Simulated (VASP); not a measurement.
A run of VASP 6.6.1 is set up as follows.

The input POSCAR:

```
BP
1.0
    0.0000000000      2.2683154755      2.2683154755
    2.2683154755      0.0000000000      2.2683154755
    2.2683154755      2.2683154755      0.0000000000
B P
1 1
Direct
    0.0000000000      0.0000000000      0.0000000000
    0.2500000000      0.2500000000      0.2500000000
```

INCAR.step1

```
  ALGO = Normal
  EDIFF = 1E-8
  ENCUT = 500
  GGA = PE
  ISMEAR = 0
  LASPH = T
  LCHARG = F
  LREAL = F
  LWAVE = T
  NELM = 100
  PREC = Accurate
  SIGMA = 0.01
```

Contents of INCAR.step2:

```
  ALGO = Exact
  EDIFF = 1E-8
  ENCUT = 500
  GGA = PE
  ISMEAR = 0
  ISTART = 1
  LASPH = T
  LCHARG = F
  LOPTICS = T
  LREAL = F
  LWAVE = T
  NBANDS = 41
  NELM = 1
  PREC = Accurate
  SIGMA = 0.01
```

File INCAR.step3:

```
  ALGO = EVGW0
  EDIFF = 1E-8
  ENCUT = 500
  ENCUTGW = 80.0
  GGA = PE
  ISMEAR = 0
  ISTART = 1
  LASPH = T
  LCHARG = F
  LREAL = F
  LWAVE = F
  NBANDS = 41
  NBANDSGW = 12
  NELMGW = 1
  NOMEGA = 48
  PREC = Accurate
  PRECFOCK = Fast
  SIGMA = 0.01
```

The input KPOINTS:

```
k-points
0
Gamma
  8 8 8
```

Potentials or basis: VASP PAW PBE potentials, release 64 (B_GW, P_GW).

The run is started by

```sh
$ cat potpaw_PBE.64/B_GW/POTCAR potpaw_PBE.64/P_GW/POTCAR > POTCAR
$ cp INCAR.step1 INCAR
$ mpirun -np 1 vasp_std > vasp.out
$ cp INCAR.step2 INCAR
$ mpirun -np 1 vasp_std > vasp.out
$ cp INCAR.step3 INCAR
$ mpirun -np 1 vasp_std > vasp.out
```

Task: Estimate the quasiparticle gap.

Result: 1.80 eV.

Task: Estimate the least direct quasiparticle gap.

Result: 4.20 eV.

Task: What does it give for the least direct gap of the starting levels on the mesh?

Result: 3.41 eV.

Task: Predict the band gap of the starting levels on the mesh.

Result: 1.27 eV.

Caveat: bands, screening cutoff and mesh are small and nothing is extrapolated, so the quasiparticle values aren't converged.
